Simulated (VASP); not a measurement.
# NaAu (R-3m) in VASP: single point with PBE

Aim: the single point of NaAu with PBE.

Everything below comes from runs of VASP 6.6.1. Logs are shortened: lines on timing, memory, paths and dates and some standing lists are left out, and cuts for length are marked.

### 1 The cell of the first run

The typed cell holds 2 atoms: a = 4.274 Å, b = 4.274 Å, c = 4.274 Å, α = 59.94°, β = 59.94°, γ = 59.94°.

### 2 Single point, PBE

The input, INCAR:

```
PREC     = Accurate       # precision mode
ENCUT    = 520            # plane-wave cutoff, eV
EDIFF    = 1E-6           # SCF threshold, eV
ISMEAR   = 0              # smearing method
SIGMA    = 0.02           # smearing width, eV
LREAL    = F              # projectors in reciprocal space
LASPH    = T              # aspherical terms in the spheres
NELM     = 100            # most SCF steps
ALGO     = Normal         # electronic algorithm
ISIF     = 2              # what is computed and relaxed
LWAVE    = F              # write WAVECAR
LCHARG   = F              # write CHGCAR
GGA      = PE             # functional
NBANDS   = 16             # bands
```

The input, KPOINTS:

```
Automatic mesh
0
Gamma
  12 12 12
```

The input, POSCAR:

```
NaAu
1.0
    2.1350307349      1.2326605695      3.4915403007
   -2.1350307349      1.2326605695      3.4915403007
    0.0000000000     -2.4653211390      3.4915403007
Na Au
1 1
Direct
    0.5000000000      0.5000000000      0.5000000000
    0.0000000000      0.0000000000      0.0000000000
```

Potentials or basis: VASP PAW PBE potentials, release 64 (Na_pv, Au).

Run with:

```sh
cat potpaw_PBE.64/Na_pv/POTCAR potpaw_PBE.64/Au/POTCAR > POTCAR
mpirun -np 1 vasp_std > vasp.out
```

OUTCAR:

```text
PREC = Accurate
   ENCUT = 520
   EDIFF = 1E-6
   ISMEAR = 0
   LREAL = F
   LASPH = T
   NELM = 100
   ISIF = 2
   GGA = PE

 ion  position               nearest neighbor table
   1  0.500  0.500  0.500-   2 3.02   2 3.02   2 3.02   2 3.02   2 3.02   2 3.02
   2  0.000  0.000  0.000-   1 3.02   1 3.02   1 3.02   1 3.02   1 3.02   1 3.02

  LATTYP: Found a trigonal (rhomboedric) cell.
 ALAT       =     4.2741855353
 COS(alpha) =     0.5009644120

  Lattice vectors:

 A1 = (   2.1350307349,   1.2326605695,   3.4915403007)
 A2 = (  -2.1350307349,   1.2326605695,   3.4915403007)
 A3 = (   0.0000000000,  -2.4653211390,   3.4915403007)

Analysis of symmetry for initial positions (statically):
=====================================================================
 Subroutine PRICEL returns:
 Original cell was already a primitive cell.

 Routine SETGRP: Setting up the symmetry group for a
 trigonal (rhombohedral) supercell.

 Subroutine GETGRP returns: Found 12 space group operations
 (whereof 12 operations were pure point group operations)
 out of a pool of 12 trial point group operations.

The static configuration has the point symmetry D_3d.

Analysis of symmetry for dynamics (positions and initial velocities):
=====================================================================
 Subroutine PRICEL returns:
 Original cell was already a primitive cell.

 Routine SETGRP: Setting up the symmetry group for a
 trigonal (rhombohedral) supercell.

 Subroutine GETGRP returns: Found 12 space group operations
 (whereof 12 operations were pure point group operations)
 out of a pool of 12 trial point group operations.

The dynamic configuration has the point symmetry D_3d.

 Subroutine INISYM returns: Found 12 space group operations
 (whereof 12 operations are pure point group operations),
 and found     1 'primitive' translations

----------------------------------------------------------------------------------------

                                     Primitive cell

  volume of cell :      55.1335

  direct lattice vectors                    reciprocal lattice vectors
     2.135030735  1.232660569  3.491540301     0.234188666  0.135208889  0.095468849
    -2.135030735  1.232660569  3.491540301    -0.234188666  0.135208889  0.095468849
     0.000000000 -2.465321139  3.491540301     0.000000000 -0.270417779  0.095468849

  length of vectors
     4.274185535  4.274185535  4.274185535     0.286775306  0.286775306  0.286775306

  position of ions in fractional coordinates (direct lattice)
     0.500000000  0.500000000  0.500000000
     0.000000000  0.000000000  0.000000000

  ion indices of the primitive-cell ions
   primitive index   ion index
                 1           1
                 2           2

----------------------------------------------------------------------------------------

 KPOINTS: Automatic mesh

Automatic generation of k-mesh.
 Grid dimensions read from file:
 generate k-points for:   12   12   12

 Generating k-lattice:

  Cartesian coordinates                     Fractional coordinates (reciprocal lattice)
     0.019515722  0.011267407  0.007955737     0.083333333  0.000000000 -0.000000000
    -0.019515722  0.011267407  0.007955737     0.000000000  0.083333333 -0.000000000
     0.000000000 -0.022534815  0.007955737    -0.000000000 -0.000000000  0.083333333

  Length of vectors
     0.023897942  0.023897942  0.023897942

  Shift w.r.t. Gamma in fractional coordinates (k-lattice)
     0.000000000  0.000000000  0.000000000

 Subroutine IBZKPT returns following result:
 ===========================================

 Found    189 irreducible k-points:

 Following reciprocal coordinates:
            Coordinates               Weight
  0.000000  0.000000  0.000000      1.000000
  0.083333 -0.000000  0.000000      6.000000
  0.166667  0.000000 -0.000000      6.000000
  0.250000  0.000000 -0.000000      6.000000
  0.333333 -0.000000  0.000000      6.000000
  0.416667  0.000000  0.000000      6.000000
[... 16 lines left out ...]
  0.500000  0.166667 -0.000000     12.000000
 -0.416667  0.166667 -0.000000     12.000000
 [... further k-points ...]
   k-points           NKPTS =    189   k-points in BZ     NKDIM =    189   number of bands    NBANDS=     16
   number of dos      NEDOS =    301   number of ions     NIONS =      2
   total plane-waves  NPLWV =  32768
   dimension x,y,z NGX =    32 NGY =   32 NGZ =   32
   dimension x,y,z NGXF=    64 NGYF=   64 NGZF=   64
   ions per type =               1   1
   NGX,Y,Z   is equivalent  to a cutoff of  12.45, 12.45, 12.45 a.u.
   NGXF,Y,Z  is equivalent  to a cutoff of  24.89, 24.89, 24.89 a.u.
 SYSTEM =  unknown system
   PREC   = accura    normal or accurate (medium, high low for compatibility)
   ISTART =      0    job   : 0-new  1-cont  2-samecut
   ICHARG =      2    charge: 1-file 2-atom 10-const
   ISPIN  =      1    spin polarized calculation?
   LNONCOLLINEAR =      F non collinear calculations
   LSORBIT =      F    spin-orbit coupling
   LASPH  =      T    aspherical Exc in radial PAW
   ENCUT  =  520.0 eV  38.22 Ry    6.18 a.u.   7.95  7.95  7.95*2*pi/ulx,y,z
   NELM   =    100;   NELMIN=  2; NELMDL= -5     # of ELM steps
   EDIFF  = 0.1E-05   stopping-criterion for ELM
   LREAL  =      F    real-space projection
   EDIFFG = 0.1E-04   stopping-criterion for IOM
   NSW    =      0    number of steps for IOM
   IBRION =     -1    ionic relax: 0-MD 1-quasi-New 2-CG
   NFREE  =      0    steps in history (QN), initial steepest desc. (CG)
   ISIF   =      2    stress and relaxation
   ISYM   =      2    0-nonsym 1-usesym 2-fastsym
   POTIM  = 0.5000    time-step for ionic-motion
   TEBEG  =    0.0;   TEEND  =   0.0 temperature during run
   PSTRESS=    0.0 pullay stress
   NELECT =      18.0000    total number of electrons
   NUPDOWN=      -1.0000    fix difference up-down
   EMIN   =  10.00;   EMAX   =-10.00  energy-range for DOS
   EFERMI =   0.00;   METHOD = LEGACY
   ISMEAR =     0;   SIGMA  =   0.02  broadening in eV -4-tet -1-fermi 0-gaus
   EFERMI_NEDOS =   21; number of points for ismear=-14 and -15
   IALGO  =     38    algorithm
   IMIX   =      4    mixing-type and parameters
     AMIX     =   0.40;   BMIX     =  1.00
     AMIX_MAG =   1.60;   BMIX_MAG =  1.00
  volume/ion in A,a.u.               =      27.57       186.03
  Fermi-wavevector in a.u.,A,eV,Ry     =   1.127268  2.130227 17.289361  1.270732
  Thomas-Fermi vector in A             =   2.263953
   LORBIT       =      0    0 simple, 1 ext, 2 COOP (PROOUT), +10 PAW based schemes
   GGA     = PE    functional components
   LHFCALC =     F    Hartree Fock is set to
   AEXX    =    0.0000 exact exchange contribution
   IVDW    =     0    specifies the selected vdW correction
   LEPSILON=     F    determine dielectric tensor
   LRPA    =     F    only Hartree local field effects (RPA)
 non-spin polarized calculation
 Gauss-broadening in eV      SIGMA  =   0.02
  energy-cutoff  :      520.00
  volume of cell :       55.13
 maximum number of plane-waves:      1524
   NGX = 15   NGY = 15   NGZ = 15

 number of electron      17.9999997 magnetization

 Free energy of the ion-electron system (eV)
  ---------------------------------------------------
  ext. energy  EPLUGINS =         0.00000000
  ---------------------------------------------------
  free energy    TOTEN  =        -4.81540893 eV

  energy without entropy =       -4.81540893  energy(sigma->0) =       -4.81540893

 E-fermi :   1.0231     XC(G=0):  -8.4009

 val. band max:        0.8660021821   @ k =   0.5000   0.5000  -0.0000
 cond. band min:       1.9764789534   @ k =   0.5000   0.5000   0.5000
 fundamental gap:      1.1104767713
 Fermi energy:         1.0231144364

 k-point     1 :       0.0000    0.0000    0.0000
  band No.  band energies     occupation
      1     -21.7937      2.00000
      2     -21.7937      2.00000
      3     -21.7935      2.00000
      4      -2.7525      2.00000
      5      -0.9826      2.00000
      6      -0.9801      2.00000
[... 8 lines left out ...]
     15      12.8369      0.00000
     16      12.8369      0.00000

 k-point     2 :       0.0833   -0.0000    0.0000
  band No.  band energies     occupation
      1     -21.7944      2.00000
      2     -21.7939      2.00000
      3     -21.7937      2.00000
      4      -2.6616      2.00000
      5      -0.9852      2.00000
      6      -0.9711      2.00000
[... 8 lines left out ...]
     15      13.0344      0.00000
     16      13.2250      0.00000

 k-point     3 :       0.1667    0.0000   -0.0000
  band No.  band energies     occupation
      1     -21.7963      2.00000
      2     -21.7943      2.00000
      3     -21.7942      2.00000
      4      -2.3983      2.00000
      5      -0.9886      2.00000
      6      -0.9671      2.00000
[... 8 lines left out ...]
     15      13.4765      0.00000
     16      13.4868      0.00000

 k-point     4 :       0.2500    0.0000   -0.0000
  band No.  band energies     occupation
      1     -21.7990      2.00000
      2     -21.7949      2.00000
      3     -21.7948      2.00000
      4      -2.0061      2.00000
      5      -0.9857      2.00000
      6      -0.9842      2.00000
[... 8 lines left out ...]
     15      12.9795      0.00000
     16      12.9840      0.00000

 k-point     5 :       0.3333   -0.0000    0.0000
  band No.  band energies     occupation
      1     -21.8016      2.00000
      2     -21.7955      2.00000
      3     -21.7954      2.00000
      4      -1.6406      2.00000
      5      -1.0080      2.00000
      6      -1.0065      2.00000
[... 8 lines left out ...]
     15      12.5683      0.00000
     16      12.5739      0.00000

 k-point     6 :       0.4167    0.0000    0.0000
  band No.  band energies     occupation
      1     -21.8036      2.00000
      2     -21.7960      2.00000
      3     -21.7958      2.00000
      4      -1.4870      2.00000
      5      -1.0248      2.00000
      6      -1.0232      2.00000
[... 8 lines left out ...]
     15      12.3291      0.00000
     16      12.3354      0.00000

 k-point     7 :       0.5000    0.0000   -0.0000
  band No.  band energies     occupation
      1     -21.8043      2.00000
      2     -21.7961      2.00000
      3     -21.7960      2.00000
      4      -1.4575      2.00000
      5      -1.0310      2.00000
      6      -1.0293      2.00000
[... 8 lines left out ...]
     15      12.2512      0.00000
     16      12.2577      0.00000

 k-point     8 :       0.0833    0.0833    0.0000
  band No.  band energies     occupation
      1     -21.7945      2.00000
      2     -21.7939      2.00000
      3     -21.7938      2.00000
      4      -2.6316      2.00000
      5      -0.9994      2.00000
      6      -0.9580      2.00000
[... 8 lines left out ...]
     15      13.4276      0.00000
     16      13.4413      0.00000

 k-point     9 :       0.1667    0.0833   -0.0000
  band No.  band energies     occupation
      1     -21.7960      2.00000
      2     -21.7943      2.00000
      3     -21.7942      2.00000
      4      -2.4256      2.00000
      5      -1.0148      2.00000
      6      -0.9561      2.00000
[... 8 lines left out ...]
     15      13.2360      0.00000
     16      14.0301      0.00000
[... 172 lines left out ...]
 k-point    19 :       0.1667    0.1667   -0.0000
  band No.  band energies     occupation
      1     -21.7967      2.00000
      2     -21.7946      2.00000
      3     -21.7945      2.00000
      4      -2.2820      2.00000
      5      -1.0495      2.00000
      6      -0.9559      2.00000
[... 8 lines left out ...]
     15      14.6100      0.00000
     16      14.6230      0.00000

 k-point    20 :       0.2500    0.1667    0.0000
  band No.  band energies     occupation
      1     -21.7983      2.00000
      2     -21.7951      2.00000
      3     -21.7950      2.00000
      4      -1.9869      2.00000
      5      -1.0724      2.00000
      6      -0.9760      2.00000
[... 8 lines left out ...]
     15      14.4974      0.00000
     16      14.8685      0.00000

 k-point    21 :       0.3333    0.1667    0.0000
  band No.  band energies     occupation
      1     -21.8002      2.00000
      2     -21.7958      2.00000
      3     -21.7955      2.00000
      4      -1.6175      2.00000
      5      -1.0596      2.00000
      6      -1.0002      2.00000
[... 8 lines left out ...]
     15      14.0693      0.00000
     16      14.3729      0.00000

 k-point    22 :       0.4167    0.1667    0.0000
  band No.  band energies     occupation
      1     -21.8019      2.00000
      2     -21.7966      2.00000
      3     -21.7960      2.00000
      4      -1.3776      2.00000
      5      -1.0497      2.00000
      6      -0.9407      2.00000
[... 8 lines left out ...]
     15      13.5984      0.00000
     16      13.8438      0.00000

 k-point    23 :       0.5000    0.1667   -0.0000
  band No.  band energies     occupation
      1     -21.8030      2.00000
      2     -21.7972      2.00000
      3     -21.7963      2.00000
      4      -1.3106      2.00000
      5      -1.0671      2.00000
      6      -0.9581      2.00000
[... 8 lines left out ...]
     15      13.4273      0.00000
     16      14.1521      0.00000

 k-point    24 :      -0.4167    0.1667   -0.0000
  band No.  band energies     occupation
      1     -21.8031      2.00000
      2     -21.7973      2.00000
      3     -21.7963      2.00000
      4      -1.2946      2.00000
      5      -1.0691      2.00000
      6      -0.9670      2.00000
[... 8 lines left out ...]
     15      13.1298      0.00000
     16      14.7365      0.00000

 [... further k-points ...]
[... 5 lines left out ...]
  --------------------------------------------------------------------------------------
  -------------------------------------------------------------------------------------
  Total       -0.0070853     -0.0070853     -0.0087700      0.0000000      0.0000000      0.0000000
  in kB       -0.2058988     -0.2058988     -0.2548551      0.0000000      0.0000000      0.0000000
  external PRESSURE =      -0.2222176 kB  Pullay stress =       0.0000000 kB

 VOLUME and BASIS-vectors are now :
 -----------------------------------------------------------------------------
  energy-cutoff  :      520.00
  volume of cell :       55.13
      direct lattice vectors                 reciprocal lattice vectors
     2.135030735  1.232660569  3.491540301     0.234188666  0.135208889  0.095468849
    -2.135030735  1.232660569  3.491540301    -0.234188666  0.135208889  0.095468849
     0.000000000 -2.465321139  3.491540301     0.000000000 -0.270417779  0.095468849

 POSITION                                       TOTAL-FORCE (eV/Angst)
 -----------------------------------------------------------------------------------
      0.00000      0.00000      5.23731         0.000000     -0.000000     -0.000000
      0.00000      0.00000      0.00000         0.000000      0.000000      0.000000
 -----------------------------------------------------------------------------------
    total drift:                               -0.000000      0.000000     -0.000000

  FREE ENERGIE OF THE ION-ELECTRON SYSTEM (eV)
  ---------------------------------------------------
  free  energy   TOTEN  =        -4.8154089309 eV

  energy  without entropy=       -4.8154089309  energy(sigma->0) =       -4.81540893
```

It took 84 s on 1 thread of Intel Xeon Platinum 8488C (Sapphire Rapids), shared host; peak memory 0.3 GiB.

Results:

- Free energy: -4.8154 eV
- Pressure: 0.0 GPa
- Band gap on the k mesh: 1.11 eV, indirect (least direct gap 1.65 eV)

Caveat: spin-orbit coupling is left out, which moves the levels of the heavy elements. A k mesh can miss the band edges.
